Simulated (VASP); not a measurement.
A run of VASP 6.6.1 is set up as follows.

The input INCAR:

```
PREC = Accurate
ENCUT = 520
EDIFF = 1E-6
ISMEAR = 0
SIGMA = 0.1
LREAL = False
LASPH = True
NELM = 60
ALGO = Normal
ISIF = 2
LWAVE = False
LCHARG = True
GGA = PE
LELF = True
LVHAR = True
NBANDS = 28
```

KPOINTS

```
Automatic mesh
0
Gamma
  4 4 4
```

Contents of POSCAR:

```
Al7Sn
1.0
    0.0000000000      4.1316412300      4.1316412300
    4.1316412300      0.0000000000      4.1316412300
    4.1316412300      4.1316412300      0.0000000000
Al Sn
7 1
Direct
    0.0000000000      0.0000000000      0.5000000000
    0.0000000000      0.5000000000      0.0000000000
    0.0000000000      0.5000000000      0.5000000000
    0.5000000000      0.0000000000      0.0000000000
    0.5000000000      0.0000000000      0.5000000000
    0.5000000000      0.5000000000      0.0000000000
    0.5000000000      0.5000000000      0.5000000000
    0.0000000000      0.0000000000      0.0000000000
```

Potentials or basis: VASP PAW PBE potentials, release 64 (Al, Sn_d).

Launch:

```sh
$ cat potpaw_PBE.64/Al/POTCAR potpaw_PBE.64/Sn_d/POTCAR > POTCAR
$ mpirun -np 1 vasp_std > vasp.out
```

Task: Estimate the band gap on the k mesh.

Result: Zero (an odd number of electrons rules out a gap without spin polarisation).

Task: What does it give for the pressure?

Result: 1.3 GPa.

Caveat: spin-orbit coupling is left out, which moves the levels of the heavy elements.
